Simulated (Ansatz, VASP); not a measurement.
## Au in VASP and in Ansatz

```
Au
1.0
     0.00000    2.07900    2.07900
     2.07900    0.00000    2.07900
     2.07900    2.07900    0.00000
Au
1
Direct
  0.00000 0.00000 0.00000
```

Alike in both runs: functional PBE; k mesh 24 × 24 × 24; occupations gaussian, width 0.1 eV; no spin polarisation.

Ansatz relaxed the structure, and its values are those at the end. VASP's run is a single point on that final structure, the one shown.

|  | VASP | Ansatz |
| --- | --- | --- |
| version | VASP 6.6.1 | Ansatz 0.2.0 |
| potentials or method | VASP PAW PBE potentials, release 64 (Au) | scalar-relativistic, plane waves, PAW |
| plane-wave cutoff (eV) | 520 | 420 |
| valence electrons in the cell | 11 | 19 |

|  | VASP | Ansatz | Ansatz less VASP |
| --- | --- | --- | --- |
| gap on the k mesh at the Fermi level (eV) | none | none | - |
| pressure (GPa) | -0.2 | 0.0 | +0.23 |

A gap of «none» marks a metal or a gap that the smearing closes. With one functional, cell and mesh, what is left measures potentials, basis and numerics. VASP's potentials hold 11 valence electrons a cell and Ansatz's 19, so a difference there can come from the potentials and not from the codes.

Spin-orbit coupling is off throughout.
